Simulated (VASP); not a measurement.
# Mg: single point with LDA

The system is Mg.

```
Mg
1.0
     3.12944    0.00000    0.00000
    -1.56472    2.71018    0.00000
     0.00000    0.00000    5.09199
Mg
2
Cartesian
  0.0000 1.8068 1.2730
  1.5647 0.9034 3.8190
```

```json
{
 "Program": "VASP 6.6.1",
 "Task": "single point",
 "Functional": "LDA",
 "Potentials or basis": "VASP PAW LDA potentials, release 64 (Mg)",
 "Cutoff": "520 eV",
 "k mesh": "9 × 9 × 5",
 "Occupations": "fermi-dirac, width 0.05 eV",
 "Spin": "no spin polarisation"
}
```

The pressure is -0.3 GPa. The band gap on the k mesh is zero (bands 2 and 3 overlap by 2.29 eV).

Levels at points of the mesh, in eV from the Fermi level:
```csv
k point,band 1,band 2,band 3,band 4,band 5,band 6
"(0.00, 0.00, 0.00)",-7.14,-1.71,-1.25,11.33,11.33,11.50
```

It took 5.9 s on 1 thread of Intel(R) Xeon(R) Platinum 8259CL CPU @ 2.50GHz (Skylake/Cascade Lake) (shared host), peak memory 0.14 GiB.
